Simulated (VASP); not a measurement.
The system is TlH2.

```xyz
3
Lattice="-1.8775 1.8775 3.0794 1.8775 -1.8775 3.0794 1.8775 1.8775 -3.0794" Properties=species:S:1:pos:R:3 pbc="T T T"
Tl    0.0000    0.0000    0.0000
H     0.0000    0.0000    3.6521
H     0.0000    0.0000    2.5066
```

| Property | Result |
| --- | --- |
| Program | VASP 6.6.1 |
| Task | relaxation of cell and atoms |
| Functional | PBE |
| Potentials or basis | VASP PAW PBE potentials, release 64 (Tl_d, H) |
| Cutoff | 600 eV |
| k mesh | 6 × 6 × 6 |
| Occupations | gaussian, width 0.1 eV |
| Spin | no spin polarisation |

At the start: pressure -1.4 GPa; volume 14.47 Å³/atom.

Q: How do energy, volume and symmetry change on relaxing?

A: Over 13 steps the energy falls by 221.5 meV/atom and the volume is 17.29 Å³/atom (+19.5 %); space group I4/mmm (No. 139, to 0.1 Å) before and after.

The path:
```tsv
step	energy change (eV)	largest force (eV/Å)	pressure (GPa)	volume (Å³)
1	0.0000	2.0900	-1.42	43.42
2	-0.4933	1.4466	1.69	42.56
3	-0.5294	0.8677	5.16	42.04
4	-0.5538	0.4607	3.40	42.28
5	-0.5553	0.2527	3.70	42.24
6	-0.6009	0.2867	3.01	44.33
7	-0.6143	1.0995	2.64	46.77
8	-0.6331	0.8540	1.97	47.79
9	-0.6622	0.1813	0.30	50.97
10	-0.6639	0.0151	-0.06	51.85
11	-0.6639	0.0127	-0.13	52.00
12	-0.6641	0.0144	-0.13	51.97
13	-0.6646	0.0193	-0.09	51.88
```

Final structure:
```xyz
3
Lattice="-2.0247 2.0247 3.1642 2.0247 -2.0247 3.1642 2.0247 2.0247 -3.1642" Properties=species:S:1:pos:R:3 pbc="T T T"
Tl    0.0000    0.0000    0.0000
H     0.0000    0.0000    3.5597
H     0.0000    0.0000    2.7688
```

Caveat: the volume moved by over 15 % at a fixed basis, so the end points are rough; an odd number of electrons without spin polarisation forces a metal; a magnetic or distorted state may lie lower.
